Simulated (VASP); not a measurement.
# CsPbBr3 (Pm-3m) in VASP: notebook

CsPbBr3 is run at these levels: PBE; tasks: single point.

All numbers are computed with VASP 6.6.1; they aren't measurements. Logs are shortened: lines on timing, memory, paths and dates and some standing lists are left out, and cuts for length are marked.

### 1 The cell of the first run

Symmetry: Pm-3m, No. 221, cubic system. The conventional cell has a = 5.605 Å, b = 5.605 Å, c = 5.605 Å, α = 90.00°, β = 90.00°, γ = 90.00°. Cs (site symmetry m-3m) has 12 Br at 3.96 Å and 8 Pb at 4.85 Å within 5.2 Å. Pb (site symmetry m-3m) has 6 Br at 2.80 Å within 3.7 Å. Within 3.7 Å of Br (site symmetry 4/mmm) lie 2 Pb at 2.80 Å.

### 2 Single point, PBE

INCAR

```
SYSTEM = CsPbBr3
PREC = Accurate
ENCUT = 520
EDIFF = 1E-6
ISMEAR = 0
SIGMA = 0.1
LREAL = .FALSE.
LASPH = .TRUE.
NELM = 60
ALGO = Normal
ISIF = 2
LWAVE = .FALSE.
LCHARG = .FALSE.
GGA = PE
NBANDS = 30
```

KPOINTS

```
regular mesh
0
G
  4 4 4
  0 0 0
```

POSCAR

```
CsPbBr3
1.0
    5.6050000000      0.0000000000      0.0000000000
    0.0000000000      5.6050000000      0.0000000000
    0.0000000000      0.0000000000      5.6050000000
Cs Pb Br
1 1 3
Direct
    0.0000000000      0.0000000000      0.0000000000
    0.5000000000      0.5000000000      0.5000000000
    0.0000000000      0.5000000000      0.5000000000
    0.5000000000      0.0000000000      0.5000000000
    0.5000000000      0.5000000000      0.0000000000
```

Potentials or basis: VASP PAW PBE potentials, release 64 (Cs_sv, Pb_d, Br).

Started as:

```sh
$ cat potpaw_PBE.64/Cs_sv/POTCAR potpaw_PBE.64/Pb_d/POTCAR potpaw_PBE.64/Br/POTCAR > POTCAR
$ mpirun -np 1 vasp_std > vasp.out
```

OUTCAR:

```text
SYSTEM = CsPbBr3
   PREC = Accurate
   ENCUT = 520
   EDIFF = 1E-6
   ISMEAR = 0
   LREAL = .FALSE.
   LASPH = .TRUE.
   NELM = 60
   ISIF = 2
   GGA = PE

 ion  position               nearest neighbor table
   1  0.000  0.000  0.000-
   2  0.500  0.500  0.500-   3 2.80   4 2.80   5 2.80   5 2.80   4 2.80   3 2.80
   3  0.000  0.500  0.500-   2 2.80   2 2.80
   4  0.500  0.000  0.500-   2 2.80   2 2.80
   5  0.500  0.500  0.000-   2 2.80   2 2.80

  LATTYP: Found a simple cubic cell.
 ALAT       =     5.6050000000

  Lattice vectors:

 A1 = (   5.6050000000,   0.0000000000,   0.0000000000)
 A2 = (   0.0000000000,   5.6050000000,   0.0000000000)
 A3 = (   0.0000000000,   0.0000000000,   5.6050000000)

Analysis of symmetry for initial positions (statically):
=====================================================================
 Subroutine PRICEL returns:
 Original cell was already a primitive cell.

 Routine SETGRP: Setting up the symmetry group for a
 simple cubic supercell.

 Subroutine GETGRP returns: Found 48 space group operations
 (whereof 48 operations were pure point group operations)
 out of a pool of 48 trial point group operations.

The static configuration has the point symmetry O_h .

Analysis of symmetry for dynamics (positions and initial velocities):
=====================================================================
 Subroutine PRICEL returns:
 Original cell was already a primitive cell.

 Routine SETGRP: Setting up the symmetry group for a
 simple cubic supercell.

 Subroutine GETGRP returns: Found 48 space group operations
 (whereof 48 operations were pure point group operations)
 out of a pool of 48 trial point group operations.

The dynamic configuration has the point symmetry O_h .

 Subroutine INISYM returns: Found 48 space group operations
 (whereof 48 operations are pure point group operations),
 and found     1 'primitive' translations

----------------------------------------------------------------------------------------

                                     Primitive cell

  volume of cell :     176.0868

  direct lattice vectors                    reciprocal lattice vectors
     5.605000000  0.000000000  0.000000000     0.178412132  0.000000000  0.000000000
     0.000000000  5.605000000  0.000000000     0.000000000  0.178412132  0.000000000
     0.000000000  0.000000000  5.605000000     0.000000000  0.000000000  0.178412132

  length of vectors
     5.605000000  5.605000000  5.605000000     0.178412132  0.178412132  0.178412132

  position of ions in fractional coordinates (direct lattice)
     0.000000000  0.000000000  0.000000000
     0.500000000  0.500000000  0.500000000
     0.000000000  0.500000000  0.500000000
     0.500000000  0.000000000  0.500000000
     0.500000000  0.500000000  0.000000000

  ion indices of the primitive-cell ions
   primitive index   ion index
                 1           1
                 2           2
                 3           3
                 4           4
                 5           5

----------------------------------------------------------------------------------------

 KPOINTS: regular mesh

Automatic generation of k-mesh.
 Grid dimensions read from file:
 generate k-points for:    4    4    4

 Generating k-lattice:

  Cartesian coordinates                     Fractional coordinates (reciprocal lattice)
     0.044603033  0.000000000  0.000000000     0.250000000  0.000000000  0.000000000
     0.000000000  0.044603033  0.000000000     0.000000000  0.250000000  0.000000000
     0.000000000  0.000000000  0.044603033     0.000000000  0.000000000  0.250000000

  Length of vectors
     0.044603033  0.044603033  0.044603033

  Shift w.r.t. Gamma in fractional coordinates (k-lattice)
     0.000000000  0.000000000  0.000000000

 Subroutine IBZKPT returns following result:
 ===========================================

 Found     10 irreducible k-points:

 Following reciprocal coordinates:
            Coordinates               Weight
  0.000000  0.000000  0.000000      1.000000
  0.250000  0.000000  0.000000      6.000000
  0.500000  0.000000  0.000000      3.000000
  0.250000  0.250000  0.000000     12.000000
  0.500000  0.250000  0.000000     12.000000
  0.500000  0.500000  0.000000      3.000000
  0.250000  0.250000  0.250000      8.000000
  0.500000  0.250000  0.250000     12.000000
  0.500000  0.500000  0.250000      6.000000
  0.500000  0.500000  0.500000      1.000000
   k-points           NKPTS =     10   k-points in BZ     NKDIM =     10   number of bands    NBANDS=     30
   number of dos      NEDOS =    301   number of ions     NIONS =      5
   total plane-waves  NPLWV =  74088
   dimension x,y,z NGX =    42 NGY =   42 NGZ =   42
   dimension x,y,z NGXF=    84 NGYF=   84 NGZF=   84
   ions per type =               1   1   3
   NGX,Y,Z   is equivalent  to a cutoff of  12.46, 12.46, 12.46 a.u.
   NGXF,Y,Z  is equivalent  to a cutoff of  24.91, 24.91, 24.91 a.u.
 SYSTEM =  CsPbBr3
   PREC   = accura    normal or accurate (medium, high low for compatibility)
   ISTART =      0    job   : 0-new  1-cont  2-samecut
   ICHARG =      2    charge: 1-file 2-atom 10-const
   ISPIN  =      1    spin polarized calculation?
   LNONCOLLINEAR =      F non collinear calculations
   LSORBIT =      F    spin-orbit coupling
   LASPH  =      T    aspherical Exc in radial PAW
   ENCUT  =  520.0 eV  38.22 Ry    6.18 a.u.  10.42 10.42 10.42*2*pi/ulx,y,z
   NELM   =     60;   NELMIN=  2; NELMDL= -5     # of ELM steps
   EDIFF  = 0.1E-05   stopping-criterion for ELM
   LREAL  =      F    real-space projection
   EDIFFG = 0.1E-04   stopping-criterion for IOM
   NSW    =      0    number of steps for IOM
   IBRION =     -1    ionic relax: 0-MD 1-quasi-New 2-CG
   NFREE  =      0    steps in history (QN), initial steepest desc. (CG)
   ISIF   =      2    stress and relaxation
   ISYM   =      2    0-nonsym 1-usesym 2-fastsym
   POTIM  = 0.5000    time-step for ionic-motion
   TEBEG  =    0.0;   TEEND  =   0.0 temperature during run
   PSTRESS=    0.0 pullay stress
   NELECT =      44.0000    total number of electrons
   NUPDOWN=      -1.0000    fix difference up-down
   EMIN   =  10.00;   EMAX   =-10.00  energy-range for DOS
   EFERMI =   0.00;   METHOD = LEGACY
   ISMEAR =     0;   SIGMA  =   0.10  broadening in eV -4-tet -1-fermi 0-gaus
   EFERMI_NEDOS =   21; number of points for ismear=-14 and -15
   IALGO  =     38    algorithm
   IMIX   =      4    mixing-type and parameters
     AMIX     =   0.40;   BMIX     =  1.00
     AMIX_MAG =   1.60;   BMIX_MAG =  1.00
  volume/ion in A,a.u.               =      35.22       237.66
  Fermi-wavevector in a.u.,A,eV,Ry     =   1.031138  1.948568 14.466333  1.063245
  Thomas-Fermi vector in A             =   2.165271
   LORBIT       =      0    0 simple, 1 ext, 2 COOP (PROOUT), +10 PAW based schemes
   GGA     = PE    functional components
   LHFCALC =     F    Hartree Fock is set to
   AEXX    =    0.0000 exact exchange contribution
   IVDW    =     0    specifies the selected vdW correction
   LEPSILON=     F    determine dielectric tensor
   LRPA    =     F    only Hartree local field effects (RPA)
 non-spin polarized calculation
 Gauss-broadening in eV      SIGMA  =   0.10
  energy-cutoff  :      520.00
  volume of cell :      176.09
 maximum number of plane-waves:      4780
 NGX is ok and might be reduce to    42
   NGX = 21   NGY = 21   NGZ = 21

 number of electron      43.9999998 magnetization

 Free energy of the ion-electron system (eV)
  ---------------------------------------------------
  ext. energy  EPLUGINS =         0.00000000
  ---------------------------------------------------
  free energy    TOTEN  =       -15.19979816 eV

  energy without entropy =      -15.19979816  energy(sigma->0) =      -15.19979816

 E-fermi :   3.5664     XC(G=0):  -8.2381

 val. band max:        3.1559333604   @ k =   0.5000   0.5000   0.5000
 cond. band min:       3.9924841128   @ k =   0.5000   0.5000   0.5000
 fundamental gap:      0.8365507524
 Fermi energy:         3.5664460774

 k-point     1 :       0.0000    0.0000    0.0000
  band No.  band energies     occupation
      1     -19.1307      2.00000
      2     -14.5671      2.00000
      3     -14.5671      2.00000
      4     -14.2164      2.00000
      5     -14.2164      2.00000
      6     -14.2164      2.00000
[... 22 lines left out ...]
     29       9.4263      0.00000
     30       9.4263      0.00000

 k-point     2 :       0.2500    0.0000    0.0000
  band No.  band energies     occupation
      1     -19.1294      2.00000
      2     -14.5669      2.00000
      3     -14.5029      2.00000
      4     -14.2177      2.00000
      5     -14.2177      2.00000
      6     -14.2164      2.00000
[... 22 lines left out ...]
     29       7.4903      0.00000
     30       9.0761      0.00000

 k-point     3 :       0.5000    0.0000    0.0000
  band No.  band energies     occupation
      1     -19.1280      2.00000
      2     -14.5667      2.00000
      3     -14.4367      2.00000
      4     -14.2189      2.00000
      5     -14.2189      2.00000
      6     -14.2164      2.00000
[... 22 lines left out ...]
     29       8.2034      0.00000
     30       8.4902      0.00000

 k-point     4 :       0.2500    0.2500    0.0000
  band No.  band energies     occupation
      1     -19.1281      2.00000
      2     -14.5367      2.00000
      3     -14.4634      2.00000
      4     -14.2189      2.00000
      5     -14.2176      2.00000
      6     -14.2176      2.00000
[... 22 lines left out ...]
     29       7.7026      0.00000
     30       8.4497      0.00000

 k-point     5 :       0.5000    0.2500    0.0000
  band No.  band energies     occupation
      1     -19.1269      2.00000
      2     -14.5288      2.00000
      3     -14.3980      2.00000
      4     -14.2200      2.00000
      5     -14.2188      2.00000
      6     -14.2176      2.00000
[... 22 lines left out ...]
     29       8.0072      0.00000
     30       8.5618      0.00000

 k-point     6 :       0.5000    0.5000    0.0000
  band No.  band energies     occupation
      1     -19.1258      2.00000
      2     -14.5092      2.00000
      3     -14.3348      2.00000
      4     -14.2212      2.00000
      5     -14.2188      2.00000
      6     -14.2188      2.00000
[... 22 lines left out ...]
     29       8.6193      0.00000
     30       8.6194      0.00000

 k-point     7 :       0.2500    0.2500    0.2500
  band No.  band energies     occupation
      1     -19.1270      2.00000
      2     -14.4632      2.00000
      3     -14.4632      2.00000
      4     -14.2188      2.00000
      5     -14.2188      2.00000
      6     -14.2188      2.00000
[... 22 lines left out ...]
     29       8.4030      0.00000
     30       8.4030      0.00000

 k-point     8 :       0.5000    0.2500    0.2500
  band No.  band energies     occupation
      1     -19.1259      2.00000
      2     -14.4631      2.00000
      3     -14.3846      2.00000
      4     -14.2201      2.00000
      5     -14.2200      2.00000
      6     -14.2188      2.00000
[... 22 lines left out ...]
     29       8.2101      0.00000
     30       8.2128      0.00000

 k-point     9 :       0.5000    0.5000    0.2500
  band No.  band energies     occupation
      1     -19.1249      2.00000
      2     -14.4265      2.00000
      3     -14.3348      2.00000
      4     -14.2213      2.00000
      5     -14.2201      2.00000
      6     -14.2201      2.00000
[... 22 lines left out ...]
     29       7.8863      0.00000
     30       8.3396      0.00000

 k-point    10 :       0.5000    0.5000    0.5000
  band No.  band energies     occupation
      1     -19.1240      2.00000
      2     -14.3348      2.00000
      3     -14.3348      2.00000
      4     -14.2213      2.00000
      5     -14.2213      2.00000
      6     -14.2213      2.00000
[... 22 lines left out ...]
     29       7.4760      0.00000
     30       8.7918      0.00000

------------------------ aborting loop because EDIFF is reached ----------------------------------------

  FORCE on cell =-STRESS in cart. coord.  units (eV):
  Direction    XX          YY          ZZ          XY          YZ          ZX
  --------------------------------------------------------------------------------------
  -------------------------------------------------------------------------------------
  Total        7.0175553      7.0175553      7.0175553     -0.0000000      0.0000000     -0.0000000
  in kB       63.8512751     63.8512751     63.8512751     -0.0000000      0.0000000     -0.0000000
  external PRESSURE =      63.8512751 kB  Pullay stress =       0.0000000 kB

 VOLUME and BASIS-vectors are now :
 -----------------------------------------------------------------------------
  energy-cutoff  :      520.00
  volume of cell :      176.09
      direct lattice vectors                 reciprocal lattice vectors
     5.605000000  0.000000000  0.000000000     0.178412132  0.000000000  0.000000000
     0.000000000  5.605000000  0.000000000     0.000000000  0.178412132  0.000000000
     0.000000000  0.000000000  5.605000000     0.000000000  0.000000000  0.178412132

 POSITION                                       TOTAL-FORCE (eV/Angst)
 -----------------------------------------------------------------------------------
      0.00000      0.00000      0.00000         0.000000      0.000000      0.000000
      2.80250      2.80250      2.80250         0.000000      0.000000      0.000000
      0.00000      2.80250      2.80250         0.000000      0.000000      0.000000
      2.80250      0.00000      2.80250         0.000000      0.000000      0.000000
      2.80250      2.80250      0.00000         0.000000      0.000000      0.000000
 -----------------------------------------------------------------------------------
    total drift:                                0.000000     -0.000000     -0.000000

  FREE ENERGIE OF THE ION-ELECTRON SYSTEM (eV)
  ---------------------------------------------------
  free  energy   TOTEN  =       -15.1997981576 eV

  energy  without entropy=      -15.1997981575  energy(sigma->0) =      -15.19979816
```

It took 33 s on 1 thread of Intel Xeon Platinum 8488C (Sapphire Rapids), shared host; peak memory 0.27 GiB.

What came out:

- Free energy: -15.1998 eV
- Pressure: 6.4 GPa
- Band gap on the k mesh: 0.84 eV, direct

Caveat: spin-orbit coupling is left out, which moves the levels of the heavy elements.

### 3 Single point, PBE

This run uses another cell than the first one, of 43.16 Å³/atom, 1.226 times its volume.

INCAR

```
SYSTEM = CsPbBr3
ALGO = Normal
EDIFF = 1E-6
ENCUT = 520
GGA = PE
ISIF = 2
ISMEAR = 0
LASPH = .True.
LCHARG = .False.
LREAL = .False.
LWAVE = .False.
NBANDS = 30
NELM = 60
PREC = Accurate
SIGMA = 0.02
```

KPOINTS

```
k-points
0
Gamma
  6 6 6
  0 0 0
```

POSCAR, as its differences from that of step 2:

```diff
@@ -2,5 +2,5 @@
 1.0
-    5.6050000000      0.0000000000      0.0000000000
-    0.0000000000      5.6050000000      0.0000000000
-    0.0000000000      0.0000000000      5.6050000000
+    5.9981178917      0.0000000000      0.0000000000
+    0.0000000000      5.9981178917      0.0000000000
+    0.0000000000      0.0000000000      5.9981178917
 Cs Pb Br
```

Potentials or basis: VASP PAW PBE potentials, release 64 (Cs_sv, Pb_d, Br).

Started as:

```sh
$ cat potpaw_PBE.64/Cs_sv/POTCAR potpaw_PBE.64/Pb_d/POTCAR potpaw_PBE.64/Br/POTCAR > POTCAR
$ mpirun -np 1 vasp_std > vasp.out
```

Wall time 71 s (1 thread of Intel Xeon Platinum 8488C (Sapphire Rapids), shared host); peak memory 0.39 GiB.

Results (log left out):

```
Free energy            : -15.8968 eV
Pressure               : 0.0 GPa
Band gap on the k mesh : 1.78 eV, direct
```

Levels at points of the mesh, in eV from the valence-band top:
```csv
k point,band 19,band 20,band 21,band 22,band 23,band 24,band 25,band 26
"(0.00, 0.00, 0.00)",-1.74,-1.65,-1.65,-1.65,3.29,4.49,4.49,5.22
"(0.50, 0.00, 0.00)",-1.85,-1.74,-1.74,-1.22,2.70,4.67,5.30,5.31
"(0.50, 0.50, 0.00)",-1.94,-1.92,-1.32,-0.60,2.27,2.27,4.92,5.43
"(0.50, 0.50, 0.50)",-1.31,-1.31,-1.31,0.00,1.78,1.78,1.78,4.78
```

Caveat: spin-orbit coupling is left out, which moves the levels of the heavy elements.

### 4 Single point, PBE

This run uses another cell than the first one, of 43.16 Å³/atom, 1.226 times its volume.

INCAR

```
PREC     = Accurate       # precision mode
ENCUT    = 520            # plane-wave cutoff, eV
EDIFF    = 1E-6           # SCF threshold, eV
ISMEAR   = 0              # smearing method
SIGMA    = 0.02           # smearing width, eV
LREAL    = False          # projectors in reciprocal space
LASPH    = True           # aspherical terms in the spheres
NELM     = 80             # most SCF steps
ALGO     = Normal         # electronic algorithm
ISIF     = 2              # what is computed and relaxed
LWAVE    = False          # write WAVECAR
LCHARG   = True           # write CHGCAR
GGA      = PE             # functional
LELF     = True           # ELF
LVHAR    = True         
NBANDS   = 30             # bands
```

KPOINTS

```
regular mesh
0
Gamma
  6 6 6
```

POSCAR is that of step 3.

Started as:

```sh
$ cat potpaw_PBE.64/Cs_sv/POTCAR potpaw_PBE.64/Pb_d/POTCAR potpaw_PBE.64/Br/POTCAR > POTCAR
$ mpirun -np 1 vasp_std > vasp.out
```

Run time: 74 s. Hardware: 1 thread of Intel Xeon Platinum 8488C (Sapphire Rapids), shared host; peak memory 0.39 GiB.

It converged, with:

- Free energy: -15.8968 eV
- Pressure: 0.0 GPa
- Band gap on the k mesh: 1.78 eV, direct

Levels at points of the mesh, in eV from the valence-band top:
| k point | band 18 | band 19 | band 20 | band 21 | band 22 | band 23 | band 24 | band 25 | band 26 | band 27 |
| --- | --- | --- | --- | --- | --- | --- | --- | --- | --- | --- |
| (0.00, 0.00, 0.00) | -1.74 | -1.74 | -1.65 | -1.65 | -1.65 | 3.29 | 4.49 | 4.49 | 5.22 | 5.22 |
| (0.50, 0.00, 0.00) | -1.88 | -1.85 | -1.74 | -1.74 | -1.22 | 2.70 | 4.67 | 5.30 | 5.31 | 5.31 |
| (0.50, 0.50, 0.00) | -1.94 | -1.94 | -1.92 | -1.32 | -0.60 | 2.27 | 2.27 | 4.92 | 5.43 | 5.74 |
| (0.50, 0.50, 0.50) | -1.91 | -1.31 | -1.31 | -1.31 | 0.00 | 1.78 | 1.78 | 1.78 | 4.78 | 5.47 |

Caveat: spin-orbit coupling is left out, which moves the levels of the heavy elements. A k mesh can miss the band edges.
